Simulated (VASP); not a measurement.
BN, 4 atoms in the cell. Symmetry: P6_3/mmc, No. 194, hexagonal system. Conventional cell: a = 2.491 Å, b = 2.491 Å, c = 4.001 Å, α = 90.00°, β = 90.00°, γ = 120.00°. B (site symmetry -3m) has 6 N at 1.75 Å and 2 B at 2.00 Å within 2.3 Å. N (site symmetry -6m2) has 6 B at 1.75 Å within 2.3 Å. 

* Program: VASP 6.6.1
* Task: single point
* Functional: LDA
* Potentials or basis: VASP PAW LDA potentials, release 64 (B, N)
* Cutoff: 520 eV
* k mesh: 12 × 12 × 6
* Occupations: gaussian, width 0.01 eV
* Spin: no spin polarisation
* Dipole correction: no
* Further INCAR settings: ALGO = Normal; EDIFF = 1e-06; NBANDS = 16

Potentials or basis: VASP PAW LDA potentials, release 64 (B, N).

Launch:

```bash
$ cat potpaw_LDA.64/B/POTCAR potpaw_LDA.64/N/POTCAR > POTCAR
$ mpirun -np 1 vasp_std > vasp.out
```

Hardware: 1 thread of Intel(R) Xeon(R) Platinum 8259CL CPU @ 2.50GHz (Skylake/Cascade Lake), with other jobs on the host.

Q: How long does it take, and how much memory?

A: It took 16 s on 1 thread of Intel(R) Xeon(R) Platinum 8259CL CPU @ 2.50GHz (Skylake/Cascade Lake), on a shared host, peak memory 0.13 GiB. Counts: scf iterations 11, k points 76.
